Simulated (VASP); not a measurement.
# Sb (Pm-3m) in VASP: a series of runs

The runs below take Sb through single point, relaxation of cell and atoms, with PBEsol.

Program: VASP 6.6.1. These are calculated values, not measurements. Logs are shortened: lines on timing, memory, paths and dates and some standing lists are left out, and cuts for length are marked.

## 1. The cell of the first run

The structure is cubic, space group Pm-3m (No. 221). Conventional cell: a = 3.059 Å, b = 3.059 Å, c = 3.059 Å, α = 90.00°, β = 90.00°, γ = 90.00°. Sb (site symmetry m-3m) has 6 Sb at 3.06 Å within 4.0 Å.

This isn't the form of Sb at room conditions, which is rhombohedral.

## 2. Single point, PBEsol

Input file INCAR:

```
SYSTEM = Sb
PREC = Accurate ; ENCUT = 500
EDIFF = 1E-6 ; ISMEAR = -1
SIGMA = 0.1 ; LREAL = .False.
LASPH = .True. ; NELM = 120
ALGO = Normal ; ISIF = 2
LWAVE = .False. ; LCHARG = .False.
GGA = PS ; NBANDS = 8
GGA_COMPAT = .False.
```

Input file KPOINTS:

```
regular mesh
0
Gamma
  10 10 10
  0 0 0
```

Input file POSCAR:

```
Sb
1.0
    3.0593484534      0.0000000000      0.0000000000
    0.0000000000      3.0593484534      0.0000000000
    0.0000000000      0.0000000000      3.0593484534
Sb
1
Direct
    0.0000000000      0.0000000000      0.0000000000
```

Potentials or basis: VASP PAW PBE potentials, release 64 (Sb).

Started as:

```sh
$ cat potpaw_PBE.64/Sb/POTCAR > POTCAR
$ mpirun -np 1 vasp_std > vasp.out
```

OUTCAR:

```text
SYSTEM = Sb
   PREC = Accurate
   ENCUT = 500
   EDIFF = 1E-6
   ISMEAR = -1
   LREAL = .False.
   LASPH = .True.
   NELM = 120
   ISIF = 2
   GGA = PS

 ion  position               nearest neighbor table
   1  0.000  0.000  0.000-

  LATTYP: Found a simple cubic cell.
 ALAT       =     3.0593484534

  Lattice vectors:

 A1 = (   3.0593484534,   0.0000000000,   0.0000000000)
 A2 = (   0.0000000000,   3.0593484534,   0.0000000000)
 A3 = (   0.0000000000,   0.0000000000,   3.0593484534)

Analysis of symmetry for initial positions (statically):
=====================================================================
 Subroutine PRICEL returns:
 Original cell was already a primitive cell.

 Routine SETGRP: Setting up the symmetry group for a
 simple cubic supercell.

 Subroutine GETGRP returns: Found 48 space group operations
 (whereof 48 operations were pure point group operations)
 out of a pool of 48 trial point group operations.

The static configuration has the point symmetry O_h .

Analysis of symmetry for dynamics (positions and initial velocities):
=====================================================================
 Subroutine PRICEL returns:
 Original cell was already a primitive cell.

 Routine SETGRP: Setting up the symmetry group for a
 simple cubic supercell.

 Subroutine GETGRP returns: Found 48 space group operations
 (whereof 48 operations were pure point group operations)
 out of a pool of 48 trial point group operations.

The dynamic configuration has the point symmetry O_h .

 Subroutine INISYM returns: Found 48 space group operations
 (whereof 48 operations are pure point group operations),
 and found     1 'primitive' translations

----------------------------------------------------------------------------------------

                                     Primitive cell

  volume of cell :      28.6343

  direct lattice vectors                    reciprocal lattice vectors
     3.059348453  0.000000000  0.000000000     0.326866983  0.000000000  0.000000000
     0.000000000  3.059348453  0.000000000     0.000000000  0.326866983  0.000000000
     0.000000000  0.000000000  3.059348453     0.000000000  0.000000000  0.326866983

  length of vectors
     3.059348453  3.059348453  3.059348453     0.326866983  0.326866983  0.326866983
[... 77 lines left out ...]
   ENCUT  =  500.0 eV  36.75 Ry    6.06 a.u.   5.58  5.58  5.58*2*pi/ulx,y,z
   NELM   =    120;   NELMIN=  2; NELMDL= -5     # of ELM steps
   EDIFF  = 0.1E-05   stopping-criterion for ELM
   LREAL  =      F    real-space projection
   EDIFFG = 0.1E-04   stopping-criterion for IOM
   NSW    =      0    number of steps for IOM
   IBRION =     -1    ionic relax: 0-MD 1-quasi-New 2-CG
   NFREE  =      0    steps in history (QN), initial steepest desc. (CG)
   ISIF   =      2    stress and relaxation
   ISYM   =      2    0-nonsym 1-usesym 2-fastsym
   POTIM  = 0.5000    time-step for ionic-motion
   TEBEG  =    0.0;   TEEND  =   0.0 temperature during run
   PSTRESS=    0.0 pullay stress
   NELECT =       5.0000    total number of electrons
   NUPDOWN=      -1.0000    fix difference up-down
   EMIN   =  10.00;   EMAX   =-10.00  energy-range for DOS
   EFERMI =   0.00;   METHOD = LEGACY
   ISMEAR =    -1;   SIGMA  =   0.10  broadening in eV -4-tet -1-fermi 0-gaus
   EFERMI_NEDOS =   21; number of points for ismear=-14 and -15
   IALGO  =     38    algorithm
   IMIX   =      4    mixing-type and parameters
     AMIX     =   0.40;   BMIX     =  1.00
     AMIX_MAG =   1.60;   BMIX_MAG =  1.00
  volume/ion in A,a.u.               =      28.63       193.23
  Fermi-wavevector in a.u.,A,eV,Ry     =   0.915031  1.729158 11.391914  0.837282
  Thomas-Fermi vector in A             =   2.039726
   LORBIT       =      0    0 simple, 1 ext, 2 COOP (PROOUT), +10 PAW based schemes
   GGA     = PS    functional components
   LHFCALC =     F    Hartree Fock is set to
   AEXX    =    0.0000 exact exchange contribution
   IVDW    =     0    specifies the selected vdW correction
   LEPSILON=     F    determine dielectric tensor
   LRPA    =     F    only Hartree local field effects (RPA)
 non-spin polarized calculation
  energy-cutoff  :      500.00
  volume of cell :       28.63
 maximum number of plane-waves:       740
 NGX is ok and might be reduce to    24
   NGX = 11   NGY = 11   NGZ = 11

 number of electron       4.9999999 magnetization

 Free energy of the ion-electron system (eV)
  ---------------------------------------------------
  ext. energy  EPLUGINS =         0.00000000
  ---------------------------------------------------
  free energy    TOTEN  =        -4.55185544 eV

  energy without entropy =       -4.53976489  energy(sigma->0) =       -4.54581016

 E-fermi :   7.4133     XC(G=0):  -9.9239

 val. band max:        7.3482406086   @ k =   0.5000   0.3000   0.3000
 cond. band min:       7.4304436736   @ k =   0.3000   0.3000   0.3000
 fundamental gap:      0.0822030649
 Fermi energy:         7.4133107611

 k-point     1 :       0.0000    0.0000    0.0000
  band No.  band energies     occupation
      1      -5.2088      2.00000
      2      10.8784      0.00000
      3      10.8784      0.00000
      4      10.8784      0.00000
      5      14.5064      0.00000
      6      14.5064      0.00000
      7      15.9054      0.00000
      8      25.4784      0.00000
[... 243 lines left out ...]
 k-point    24 :       0.3000    0.1000    0.1000
  band No.  band energies     occupation
      1      -3.6051      2.00000
      2       4.5715      2.00000
      3      10.4301      0.00000
      4      10.7525      0.00000
      5      17.4726      0.00000
      6      17.5046      0.00000
      7      18.7359      0.00000
      8      19.7406      0.00000

 [... further k-points ...]

------------------------ aborting loop because EDIFF is reached ----------------------------------------

  FORCE on cell =-STRESS in cart. coord.  units (eV):
  Direction    XX          YY          ZZ          XY          YZ          ZX
  --------------------------------------------------------------------------------------
  -------------------------------------------------------------------------------------
  Total        0.0165072      0.0165072      0.0165072     -0.0000000     -0.0000000      0.0000000
  in kB        0.9236280      0.9236280      0.9236280     -0.0000000     -0.0000000      0.0000000
  external PRESSURE =       0.9236280 kB  Pullay stress =       0.0000000 kB

 VOLUME and BASIS-vectors are now :
 -----------------------------------------------------------------------------
  energy-cutoff  :      500.00
  volume of cell :       28.63
      direct lattice vectors                 reciprocal lattice vectors
     3.059348453  0.000000000  0.000000000     0.326866983  0.000000000  0.000000000
     0.000000000  3.059348453  0.000000000     0.000000000  0.326866983  0.000000000
     0.000000000  0.000000000  3.059348453     0.000000000  0.000000000  0.326866983

 POSITION                                       TOTAL-FORCE (eV/Angst)
 -----------------------------------------------------------------------------------
      0.00000      0.00000      0.00000         0.000000      0.000000      0.000000
 -----------------------------------------------------------------------------------
    total drift:                               -0.000000      0.000000      0.000000

  FREE ENERGIE OF THE ION-ELECTRON SYSTEM (eV)
  ---------------------------------------------------
  free  energy   TOTEN  =        -4.5518554356 eV

  energy  without entropy=       -4.5397648934  energy(sigma->0) =       -4.54581016
```

OSZICAR:

```text
N       E                     dE             d eps       ncg     rms          rms(c)
DAV:   1     0.447907205251E+01    0.44791E+01   -0.16201E+03   904   0.392E+02
DAV:   2    -0.445047252622E+01   -0.89295E+01   -0.83765E+01  1264   0.520E+01
DAV:   3    -0.455393034917E+01   -0.10346E+00   -0.10336E+00  1056   0.638E+00
DAV:   4    -0.455435433836E+01   -0.42399E-03   -0.42399E-03  1360   0.478E-01
DAV:   5    -0.455435632451E+01   -0.19862E-05   -0.19852E-05  1072   0.210E-02    0.201E+00
DAV:   6    -0.455288527322E+01    0.14711E-02   -0.19455E-04  1232   0.114E-01    0.120E+00
DAV:   7    -0.455183931435E+01    0.10460E-02   -0.59689E-04  1024   0.182E-01    0.588E-02
DAV:   8    -0.455185443671E+01   -0.15122E-04   -0.19634E-05  1288   0.296E-02    0.467E-03
DAV:   9    -0.455185543560E+01   -0.99889E-06   -0.70404E-07  1088   0.560E-03
   1 F= -.45518554E+01 E0= -.45458102E+01  d E =-.120905E-01
```

stdout:

```text
POSCAR found type information on POSCAR Sb
 POSCAR found :  1 types and       1 ions
 scaLAPACK will be used
 -----------------------------------------------------------------------------
|                                                                             |
|                                                                             |
|     You enforced a specific xc type in the INCAR file but a different       |
|     I HOPE YOU KNOW WHAT YOU ARE DOING!                                     |
|                                                                             |
 -----------------------------------------------------------------------------

 LDA part: xc-table for (Slater+PW92), standard interpolation
 POSCAR, INCAR and KPOINTS ok, starting setup
 FFT: planning ... GRIDC
 FFT: planning ... GRID_SOFT
 FFT: planning ... GRID
 WAVECAR not read
 entering main loop
```

Run time: 2.7 s. Hardware: 1 thread of Intel Xeon 6975P-C (Granite Rapids), shared host; peak memory 0.14 GiB.

What came out:

* Free energy: -4.5519 eV
* Pressure: 0.1 GPa
* Band gap on the k mesh: zero (an odd number of electrons rules out a gap without spin polarisation)

Levels at points of the mesh, in eV from the Fermi level:
```csv
k point,band 1,band 2,band 3,band 4,band 5,band 6,band 7
"(0.00, 0.00, 0.00)",-12.62,3.47,3.47,3.47,7.09,7.09,8.49
"(0.50, 0.00, 0.00)",-10.04,-5.78,5.61,5.61,9.28,10.73,11.60
"(0.50, 0.50, 0.00)",-7.29,-3.62,-3.62,2.07,7.82,13.33,13.47
"(0.50, 0.50, 0.50)",-4.20,-1.59,-1.59,-1.59,4.85,4.85,4.85
```

Caveat: the PAW data sets were made with another functional, which shifts forces and pressure a little; spin-orbit coupling is left out, which moves the levels of the heavy elements.

## 3. Relaxation of cell and atoms, PBEsol

This run uses another cell than the first one, of 29.36 Å³/atom.

Input file INCAR:

```
PREC = Accurate
ENCUT = 500
EDIFF = 1E-7
ISMEAR = -1
SIGMA = 0.1
LREAL = False
LASPH = True
NELM = 120
ALGO = Normal
ISIF = 3
LWAVE = False
LCHARG = False
GGA = PS
IBRION = 2
NSW = 80
EDIFFG = -0.01
GGA_COMPAT = False
NELMIN = 4
```

Input file KPOINTS:

```
regular mesh
0
Gamma
  10 10 10
```

Input file POSCAR:

```
Sb
1.0
    3.0848839383      0.0000000000      0.0000000000
    0.0000000000      3.0848839383      0.0000000000
    0.0000000000      0.0000000000      3.0848839383
Sb
1
Direct
    0.0000000000      0.0000000000      0.0000000000
```

Potentials or basis: VASP PAW PBE potentials, release 64 (Sb).

Started as:

```sh
$ cat potpaw_PBE.64/Sb/POTCAR > POTCAR
$ mpirun -np 1 vasp_std > vasp.out
```

Run time: 6.3 s. Hardware: 1 thread of Intel Xeon 6975P-C (Granite Rapids), shared host; peak memory 0.14 GiB.

Results (log left out):

| Quantity | Value |
| --- | --- |
| Free energy | -4.5519 eV |
| Relaxed volume | 28.67 Å³/atom |
| Relaxed cell | a = 3.061 Å, b = 3.061 Å, c = 3.061 Å, α = 90.00°, β = 90.00°, γ = 90.00° |
| Space group after relaxing (to 0.1 Å) | Pm-3m (No. 221) |
| Energy gained by relaxing | 3.2 meV/atom |
| Ionic steps | 3 |
| Pressure after relaxing | 0.0 GPa |
| Band gap on the k mesh | zero (an odd number of electrons rules out a gap without spin polarisation) |

Step by step:
| step | energy change (eV) | largest force (eV/Å) | pressure (GPa) | volume (Å³) |
| --- | --- | --- | --- | --- |
| 1 | 0.0000 | 0.0000 | -1.45 | 29.36 |
| 2 | -0.0018 | 0.0000 | 1.03 | 28.24 |
| 3 | -0.0032 | 0.0000 | 0.00 | 28.67 |

Final structure:
```
Sb
1.0
     3.06067    0.00000    0.00000
     0.00000    3.06067    0.00000
     0.00000    0.00000    3.06067
Sb
1
Direct
  0.00000 0.00000 0.00000
```

Levels at points of the mesh, in eV from the Fermi level:
```csv
k point,band 1,band 2,band 3,band 4,band 5
"(0.00, 0.00, 0.00)",-12.61,3.46,3.46,3.46,7.09
"(0.50, 0.00, 0.00)",-10.04,-5.78,5.61,5.61,9.28
"(0.50, 0.50, 0.00)",-7.29,-3.62,-3.62,2.07,7.81
"(0.50, 0.50, 0.50)",-4.21,-1.59,-1.59,-1.59,4.86
```

Caveat: the PAW data sets were made with another functional, which shifts forces and pressure a little; spin-orbit coupling is left out, which moves the levels of the heavy elements.
